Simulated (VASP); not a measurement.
# Fe2O3 (R-3c) in VASP: single point with PBEsol

Aim: the single point of Fe2O3 with PBEsol.

All numbers are computed with VASP 6.6.1; they aren't measurements. Logs are shortened: lines on timing, memory, paths and dates and some standing lists are left out, and cuts for length are marked.

**1. The cell of the first run**

It takes space group R-3c (No. 167, trigonal). The conventional cell has a = 5.035 Å, b = 5.035 Å, c = 13.747 Å, α = 90.00°, β = 90.00°, γ = 120.00°. Fe (site symmetry 3) has 6 O at 1.94 to 2.11 Å within 2.6 Å. Within 2.9 Å of O (site symmetry 2) lie 4 Fe at 1.94 to 2.11 Å and 8 O at 2.66 to 2.88 Å.

**2. Single point, PBEsol, collinear spin, ferromagnetic start**

File INCAR:

```
SYSTEM = Fe2O3
ALGO = Normal
EDIFF = 1E-6
ENCUT = 600
GGA = PS
GGA_COMPAT = .False.
ISIF = 2
ISMEAR = -1
ISPIN = 2
LASPH = .True.
LCHARG = .True.
LELF = .True.
LMAXMIX = 4
LORBIT = 11
LREAL = .False.
LVHAR = .True.
LWAVE = .False.
MAGMOM = 4 4 4 4 0 0 0 0 0 0
NBANDS = 49
NELM = 200
PREC = Accurate
SIGMA = 0.001
```

File KPOINTS:

```
k-points
0
Gamma
  4 4 4
  0 0 0
```

File POSCAR:

```
Fe2O3
1.0
    2.5172996800      1.4533636500      4.5824300000
   -2.5172996800      1.4533636500      4.5824300000
    0.0000000000     -2.9067272900      4.5824300000
Fe O
4 6
Direct
    0.3553400000      0.3553400000      0.3553400000
    0.1446600000      0.1446600000      0.1446600000
    0.6446600000      0.6446600000      0.6446600000
    0.8553400000      0.8553400000      0.8553400000
    0.5556000000      0.9444000000      0.2500000000
    0.2500000000      0.5556000000      0.9444000000
    0.9444000000      0.2500000000      0.5556000000
    0.4444000000      0.0556000000      0.7500000000
    0.7500000000      0.4444000000      0.0556000000
    0.0556000000      0.7500000000      0.4444000000
```

Potentials or basis: VASP PAW PBE potentials, release 64 (Fe, O).

Started as:

```
$ cat potpaw_PBE.64/Fe/POTCAR potpaw_PBE.64/O/POTCAR > POTCAR
$ mpirun -np 1 vasp_std > vasp.out
```

OUTCAR:

```text
SYSTEM = Fe2O3
   EDIFF = 1E-6
   ENCUT = 600
   GGA = PS
   ISIF = 2
   ISMEAR = -1
   ISPIN = 2
   LASPH = .True.
   LORBIT = 11
   LREAL = .False.
   NELM = 200
   PREC = Accurate

 ion  position               nearest neighbor table
   1  0.355  0.355  0.355-   8 1.94   9 1.94  10 1.94   6 2.11   7 2.11   5 2.11   2 2.90   3 2.97
                             3 2.97   3 2.97
   2  0.145  0.145  0.145-   8 1.94  10 1.94   9 1.94   7 2.11   6 2.11   5 2.11   1 2.90   4 2.97
                             4 2.97   4 2.97
   3  0.645  0.645  0.645-   5 1.94   6 1.94   7 1.94   9 2.11  10 2.11   8 2.11   4 2.90   1 2.97
                             1 2.97   1 2.97
   4  0.855  0.855  0.855-   5 1.94   7 1.94   6 1.94  10 2.11   9 2.11   8 2.11   3 2.90   2 2.97
                             2 2.97   2 2.97
   5  0.556  0.944  0.250-   3 1.94   4 1.94   1 2.11   2 2.11
   6  0.250  0.556  0.944-   3 1.94   4 1.94   1 2.11   2 2.11
   7  0.944  0.250  0.556-   4 1.94   3 1.94   2 2.11   1 2.11
   8  0.444  0.056  0.750-   1 1.94   2 1.94   3 2.11   4 2.11
   9  0.750  0.444  0.056-   1 1.94   2 1.94   3 2.11   4 2.11
  10  0.056  0.750  0.444-   2 1.94   1 1.94   4 2.11   3 2.11

  LATTYP: Found a trigonal (rhomboedric) cell.
 ALAT       =     5.4265761105
 COS(alpha) =     0.5696240053

  Lattice vectors:

 A1 = (   2.5172996800,   1.4533636500,   4.5824300000)
 A2 = (  -2.5172996800,   1.4533636500,   4.5824300000)
 A3 = (   0.0000000000,  -2.9067272900,   4.5824300000)

Analysis of symmetry for initial positions (statically):
=====================================================================
 Subroutine PRICEL returns:
 Original cell was already a primitive cell.

 Routine SETGRP: Setting up the symmetry group for a
 trigonal (rhombohedral) supercell.

 Subroutine GETGRP returns: Found 12 space group operations
 (whereof  6 operations were pure point group operations)
 out of a pool of 12 trial point group operations.

The static configuration has the point symmetry S_6 .
 The point group associated with its full space group is D_3d.

Analysis of symmetry for dynamics (positions and initial velocities):
=====================================================================
 Subroutine PRICEL returns:
 Original cell was already a primitive cell.

 Routine SETGRP: Setting up the symmetry group for a
 trigonal (rhombohedral) supercell.

 Subroutine GETGRP returns: Found 12 space group operations
 (whereof  6 operations were pure point group operations)
 out of a pool of 12 trial point group operations.

The dynamic configuration has the point symmetry S_6 .
 The point group associated with its full space group is D_3d.

Analysis of structural, dynamic, and magnetic symmetry:
=====================================================================
 Subroutine PRICEL returns:
 Original cell was already a primitive cell.

 Routine SETGRP: Setting up the symmetry group for a
 trigonal (rhombohedral) supercell.

 Subroutine GETGRP returns: Found 12 space group operations
 (whereof  6 operations were pure point group operations)
 out of a pool of 12 trial point group operations.

The overall configuration has the point symmetry S_6 .
 The point group associated with its full space group is D_3d.

 Subroutine INISYM returns: Found 12 space group operations
 (whereof  6 operations are pure point group operations),
 and found     1 'primitive' translations

----------------------------------------------------------------------------------------

                                     Primitive cell

  volume of cell :     100.5903

  direct lattice vectors                    reciprocal lattice vectors
     2.517299680  1.453363650  4.582430000     0.198625537  0.114676507  0.072741609
    -2.517299680  1.453363650  4.582430000    -0.198625537  0.114676507  0.072741609
     0.000000000 -2.906727290  4.582430000     0.000000000 -0.229353014  0.072741610

  length of vectors
     5.426576110  5.426576110  5.426576107     0.240612026  0.240612026  0.240612026

  position of ions in fractional coordinates (direct lattice)
     0.355340000  0.355340000  0.355340000
     0.144660000  0.144660000  0.144660000
     0.644660000  0.644660000  0.644660000
     0.855340000  0.855340000  0.855340000
     0.555600000  0.944400000  0.250000000
     0.250000000  0.555600000  0.944400000
[... 65 lines left out ...]
   NGX,Y,Z   is equivalent  to a cutoff of  14.71, 14.71, 14.71 a.u.
   NGXF,Y,Z  is equivalent  to a cutoff of  29.41, 29.41, 29.41 a.u.
 SYSTEM =  Fe2O3
   PREC   = accura    normal or accurate (medium, high low for compatibility)
   ISTART =      0    job   : 0-new  1-cont  2-samecut
   ICHARG =      2    charge: 1-file 2-atom 10-const
   ISPIN  =      2    spin polarized calculation?
   LNONCOLLINEAR =      F non collinear calculations
   LSORBIT =      F    spin-orbit coupling
   LASPH  =      T    aspherical Exc in radial PAW
   ENCUT  =  600.0 eV  44.10 Ry    6.64 a.u.  10.84 10.84 10.84*2*pi/ulx,y,z
   NELM   =    200;   NELMIN=  2; NELMDL= -5     # of ELM steps
   EDIFF  = 0.1E-05   stopping-criterion for ELM
   LREAL  =      F    real-space projection
[... 7 lines left out ...]
   TEBEG  =    0.0;   TEEND  =   0.0 temperature during run
   PSTRESS=    0.0 pullay stress
   NELECT =      68.0000    total number of electrons
   NUPDOWN=      -1.0000    fix difference up-down
   EMIN   =  10.00;   EMAX   =-10.00  energy-range for DOS
   EFERMI =   0.00;   METHOD = LEGACY
   ISMEAR =    -1;   SIGMA  =   0.00  broadening in eV -4-tet -1-fermi 0-gaus
   EFERMI_NEDOS =   21; number of points for ismear=-14 and -15
   IALGO  =     38    algorithm
   IMIX   =      4    mixing-type and parameters
     AMIX     =   0.40;   BMIX     =  1.00
     AMIX_MAG =   1.60;   BMIX_MAG =  1.00
  volume/ion in A,a.u.               =      10.06        67.88
  Fermi-wavevector in a.u.,A,eV,Ry     =   1.436787  2.715134 28.087278  2.064357
  Thomas-Fermi vector in A             =   2.555937
   LORBIT       =     11    0 simple, 1 ext, 2 COOP (PROOUT), +10 PAW based schemes
   GGA     = PS    functional components
   LHFCALC =     F    Hartree Fock is set to
   AEXX    =    0.0000 exact exchange contribution
   IVDW    =     0    specifies the selected vdW correction
   LEPSILON=     F    determine dielectric tensor
   LRPA    =     F    only Hartree local field effects (RPA)
 spin polarized calculation
  energy-cutoff  :      600.00
  volume of cell :      100.59
 maximum number of plane-waves:      3372
 NGX is ok and might be reduce to    48
   NGX = 21   NGY = 21   NGZ = 21

 number of electron      68.0000007 magnetization      13.3126807

 Free energy of the ion-electron system (eV)
  ---------------------------------------------------
  ext. energy  EPLUGINS =         0.00000000
  ---------------------------------------------------
  free energy    TOTEN  =       -77.96357317 eV

  energy without entropy =      -77.96352991  energy(sigma->0) =      -77.96355154

 E-fermi :   4.2077     XC(G=0): -11.9268

 val. band max:        4.2061160564   @ k =  -0.2500   0.2500   0.0000
 cond. band min:       4.2144718316   @ k =   0.2500  -0.0000   0.0000
 fundamental gap:      0.0083557752
 Fermi energy:         4.2077171393

 spin component 1

 k-point     1 :       0.0000    0.0000    0.0000
  band No.  band energies     occupation
      1     -15.8332      1.00000
      2     -14.2909      1.00000
      3     -14.2068      1.00000
      4     -14.2068      1.00000
      5     -14.1832      1.00000
      6     -14.1832      1.00000
[... 626 lines left out ...]
     45      10.5326      0.00000
     46      10.5326      0.00000
 Fermi energy:         4.2077171393

 spin component 2

 k-point     1 :       0.0000    0.0000    0.0000
  band No.  band energies     occupation
      1     -15.5373      1.00000
      2     -14.0023      1.00000
      3     -13.8917      1.00000
      4     -13.8917      1.00000
      5     -13.8849      1.00000
      6     -13.8849      1.00000
[... 626 lines left out ...]
     45      11.0736      0.00000
     46      11.0736      0.00000
 [bands above 46 left out]

------------------------ aborting loop because EDIFF is reached ----------------------------------------

  FORCE on cell =-STRESS in cart. coord.  units (eV):
  Direction    XX          YY          ZZ          XY          YZ          ZX
  --------------------------------------------------------------------------------------
  -------------------------------------------------------------------------------------
  Total       -8.4029829     -8.4029829     -8.0525630     -0.0000000     -0.0000000      0.0000000
  in kB     -133.8405642   -133.8405639   -128.2591655     -0.0000000     -0.0000001      0.0000000
  external PRESSURE =    -131.9800979 kB  Pullay stress =       0.0000000 kB

 VOLUME and BASIS-vectors are now :
 -----------------------------------------------------------------------------
  energy-cutoff  :      600.00
  volume of cell :      100.59
      direct lattice vectors                 reciprocal lattice vectors
     2.517299680  1.453363650  4.582430000     0.198625537  0.114676507  0.072741609
    -2.517299680  1.453363650  4.582430000    -0.198625537  0.114676507  0.072741609
     0.000000000 -2.906727290  4.582430000     0.000000000 -0.229353014  0.072741610

 POSITION                                       TOTAL-FORCE (eV/Angst)
 -----------------------------------------------------------------------------------
      0.00000      0.00000      4.88496         0.000000     -0.000000     -1.015850
      0.00000      0.00000      1.98868         0.000000      0.000000      1.015850
      0.00000      0.00000      8.86233         0.000000      0.000000      1.015850
      0.00000      0.00000     11.75861         0.000000     -0.000000     -1.015850
     -0.97873      1.45336      8.01925         0.117626     -0.000000     -0.000000
     -0.76929     -1.57428      8.01925        -0.058813      0.101868     -0.000000
      1.74801      0.12092      8.01925        -0.058813     -0.101868     -0.000000
      0.97873     -1.45336      5.72804        -0.117626     -0.000000     -0.000000
      0.76929      1.57428      5.72804         0.058813     -0.101868     -0.000000
     -1.74801     -0.12092      5.72804         0.058813      0.101868     -0.000000
 -----------------------------------------------------------------------------------
    total drift:                               -0.000000      0.000000     -0.000000

  FREE ENERGIE OF THE ION-ELECTRON SYSTEM (eV)
  ---------------------------------------------------
  free  energy   TOTEN  =       -77.9635731694 eV

  energy  without entropy=      -77.9635299072  energy(sigma->0) =      -77.96355154

 total charge

# of ion       s       p       d       tot
------------------------------------------
    1        0.367   0.520   6.024   6.911
    2        0.367   0.520   6.024   6.911
    3        0.367   0.520   6.024   6.911
    4        0.367   0.520   6.024   6.911
    5        1.564   3.382   0.000   4.945
    6        1.564   3.382   0.000   4.945
    7        1.564   3.382   0.000   4.945
    8        1.564   3.382   0.000   4.945
    9        1.564   3.382   0.000   4.945
   10        1.564   3.382   0.000   4.945
--------------------------------------------------
tot         10.850  22.372  24.096  57.319

 magnetization (x)

# of ion       s       p       d       tot
------------------------------------------
    1        0.023   0.035   2.971   3.029
    2        0.023   0.035   2.971   3.029
    3        0.023   0.035   2.971   3.029
    4        0.023   0.035   2.971   3.029
    5        0.020   0.115   0.000   0.135
    6        0.020   0.115   0.000   0.135
    7        0.020   0.115   0.000   0.135
    8        0.020   0.115   0.000   0.135
    9        0.020   0.115   0.000   0.135
   10        0.020   0.115   0.000   0.135
--------------------------------------------------
tot          0.213   0.827  11.883  12.923
```

Wall time 8.7 min (1 thread of Oxide Virtual Turin-like, shared host); peak memory 0.41 GiB.

Results:

- Free energy: -77.9636 eV
- Pressure: -13.2 GPa
- Largest force: 1.016 eV/Å
- Net moment: 13.31 μB per cell
- Site moments: Fe +3.03; O +0.14 μB
- Valence electrons inside the program's atomic spheres: Fe 6.91; O 4.95

Forces on the atoms (eV/Å):
```
Fe   0.000  0.000 -1.016
Fe   0.000  0.000  1.016
Fe   0.000  0.000  1.016
Fe   0.000  0.000 -1.016
O    0.118  0.000  0.000
O   -0.059  0.102  0.000
O   -0.059 -0.102  0.000
O   -0.118  0.000  0.000
O    0.059 -0.102  0.000
O    0.059  0.102  0.000
```

Caveat: the k points lie up to 0.38 Å⁻¹ apart; the PAW data sets were made with another functional, which shifts forces and pressure a little; semilocal functionals often make such compounds metallic where correlation or magnetic order opens a gap, which also shifts bond lengths; the run started ferromagnetic, and an antiferromagnetic order may lie lower in energy.
